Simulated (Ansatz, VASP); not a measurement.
## One calculation of PbS, two programs

```
Pb S
1.0
     2.17693   -6.19671    0.00000
     2.17693    6.19671    0.00000
     0.00000    0.00000    4.49603
Pb S
2 2
Direct
  0.63176 0.36824 0.75000
  0.36824 0.63176 0.25000
  0.86129 0.13871 0.75000
  0.13871 0.86129 0.25000
```

Alike in both runs: task single point; functional PBE; k mesh 8 × 8 × 6; occupations gaussian, width 0.02 eV; no spin polarisation.

```csv
,VASP,Ansatz
version,VASP 6.6.1,Ansatz 0.2.0
potentials or method,"VASP PAW PBE potentials, release 64 (Pb_d, S), cutoff 520 eV","scalar-relativistic, plane waves, PAW"
valence electrons in the cell,40,40
```

Ansatz gave:

* gap on the k mesh at the Fermi level (eV): 1.38
* least direct gap on the mesh (eV): 1.48
* pressure (GPa): -4.7
* traceless stress, the component that is largest in VASP (GPa): 0.27
* rms of the force components (eV/Å): 0.306

Problem. Which values does VASP return?

Solution. gap on the k mesh at the Fermi level (eV): 1.38; least direct gap on the mesh (eV): 1.48; pressure (GPa): -4.8; traceless stress, the component that is largest in VASP (GPa): 0.26; rms of the force components (eV/Å): 0.306.

Atom by atom the forces differ by 0.002 eV/Å (rms over components). The functional is the same, so the differences come from potentials, cutoffs and numerics.

Neither program's run includes spin-orbit coupling.
